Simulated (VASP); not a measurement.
Pb: single point with r2SCAN

The system is Pb.

```
Pb
1.0
     3.53657    0.00000    0.00000
    -1.76829    3.06276    0.00000
     0.00000    0.00000   11.46379
Pb
4
Direct
  0.00000 0.00000 0.00000
  0.00000 0.00000 0.50000
  0.33333 0.66667 0.25000
  0.66667 0.33333 0.75000
```

This isn't the form of Pb at room conditions, which is fcc.

```json
{
  "Program": "VASP 6.6.1",
  "Task": "single point",
  "Functional": "r2SCAN",
  "Potentials or basis": "VASP PAW PBE potentials, release 64 (Pb_d)",
  "Cutoff": "520 eV",
  "k mesh": "14 × 14 × 4",
  "Occupations": "fermi-dirac, width 0.1 eV",
  "Spin": "no spin polarisation",
  "Dipole correction": "no",
  "Further INCAR settings": "ALGO = Normal; EDIFF = 1e-06; NBANDS = 36"
}
```

```json
{
 "Pressure": "0.1 GPa",
 "Band gap on the k mesh": "zero (bands 28 and 29 overlap by 7.24 eV)"
}
```

Stress tensor (GPa, compression positive):
```
-0.14  0.00  0.00
 0.00 -0.14  0.00
 0.00  0.00  0.46
```

Levels at points of the mesh, in eV from the Fermi level:
| k point | band 26 | band 27 | band 28 | band 29 | band 30 | band 31 |
| --- | --- | --- | --- | --- | --- | --- |
| (0.00, 0.00, 0.00) | 0.83 | 0.84 | 5.53 | 5.53 | 6.35 | 6.35 |
| (0.50, 0.00, 0.00) | -3.83 | -2.39 | -1.88 | -0.03 | 0.83 | 1.99 |
| (0.00, 0.00, 0.50) | -2.56 | 4.82 | 4.82 | 5.76 | 5.76 | 5.76 |
| (0.50, 0.00, 0.50) | -3.58 | -2.87 | -2.87 | 1.37 | 1.37 | 2.37 |

Wall time 30 min on 1 thread of Oxide Virtual Turin-like Processor (shared host), peak memory 0.39 GiB.

Caveat: the PAW data sets were made with another functional, which shifts forces and pressure a little; spin-orbit coupling is left out, which moves the levels of the heavy elements.
